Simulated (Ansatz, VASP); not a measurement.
# Cu: VASP beside Ansatz

POSCAR

```
Cu
1.0
   -2.2083209824      2.2083209824      1.2046798603
    2.2083209824     -2.2083209824      1.2046798603
    2.2083209824      2.2083209824     -1.2046798603
Cu
2
Direct
    0.0000000000      0.0000000000      0.0000000000
    0.7500000000      0.2500000000      0.5000000000
```

File INCAR.step1:

```
SYSTEM = Cu
PREC     = Accurate       ! precision mode
ENCUT    = 600            ! plane-wave cutoff, eV
ISMEAR   = 0              ! smearing method
SIGMA    = 0.1            ! smearing width, eV
LREAL    = .FALSE.        ! projectors in reciprocal space
LASPH    = .TRUE.         ! aspherical terms in the spheres
NELM     = 100            ! most SCF steps
GGA      = PE             ! functional
ALGO     = Normal         ! electronic algorithm
EDIFF    = 1E-4           ! SCF threshold, eV
LWAVE    = .TRUE.         ! write WAVECAR
LCHARG   = .FALSE.        ! write CHGCAR
```

File INCAR.step2:

```
SYSTEM = Cu
PREC     = Accurate       ! precision mode
ENCUT    = 600            ! plane-wave cutoff, eV
EDIFF    = 1E-6           ! SCF threshold, eV
ISMEAR   = 0              ! smearing method
SIGMA    = 0.1            ! smearing width, eV
LREAL    = .FALSE.        ! projectors in reciprocal space
LASPH    = .TRUE.         ! aspherical terms in the spheres
NELM     = 100            ! most SCF steps
ALGO     = Normal         ! electronic algorithm
ISIF     = 3              ! what is computed and relaxed
LWAVE    = .FALSE.        ! write WAVECAR
LCHARG   = .FALSE.        ! write CHGCAR
METAGGA  = R2SCAN         ! meta-GGA
LMIXTAU  = .TRUE.       
IBRION   = 2              ! ionic algorithm
NSW      = 90             ! ionic steps
EDIFFG   = -0.04          ! ionic threshold
ISTART   = 1
```

The input KPOINTS:

```
Automatic mesh
0
G
  8 8 8
  0 0 0
```

Input for Ansatz:

```yaml
crystal:
  lattice:
    - [-2.2083209824, 2.2083209824, 1.2046798603]
    - [2.2083209824, -2.2083209824, 1.2046798603]
    - [2.2083209824, 2.2083209824, -1.2046798603]
  atoms:
    - { symbol: Cu, position: [0.0, 0.0, 0.0] }
    - { symbol: Cu, position: [0.75, 0.25, 0.5] }
basis:
  ecutwfc: 500
kpoints:
  mp_grid: { grid: [8, 8, 8] }
hamiltonian:
  xc: r2scan
scf:
  occupations: { method: gaussian, width: 0.1 }
  lower_state_search: "off"
output:
  forces: true
  stress: true
  eigenvalues: true
relax:
  adjacent_minimum: "off"
  f_tol: 0.04
  max_steps: 70
  cell: { stress_tol: 0.4 }
```

Alike in both runs: task relaxation of cell and atoms; functional r2SCAN; k mesh 8 × 8 × 8; occupations gaussian, width 0.1 eV; no spin polarisation.

```csv
,VASP,Ansatz
version,VASP 6.6.1,Ansatz 0.2.0
potentials or method,"VASP PAW PBE potentials, release 64 (Cu), cutoff 600 eV","scalar-relativistic, plane waves, PAW"
valence electrons in the cell,22,38
```

|  | VASP | Ansatz | Ansatz less VASP |
| --- | --- | --- | --- |
| gap on the k mesh at the Fermi level, each at its own relaxed structure (eV) | none | none | - |
| relaxed volume (Å³/atom) | 12.62 | 12.57 | -0.048 |
| relaxed cell length with the largest relative difference (Å) | 3.459 | 3.455 | -0.0044 |

VASP's potentials were made for PBE, not for r2SCAN. A gap of «none» marks a metal or a gap that the smearing closes. VASP's potentials hold 22 valence electrons a cell and Ansatz's 38, so a difference there can come from the potentials and not from the codes.

The k mesh is coarse, so the values compare programs but aren't converged.
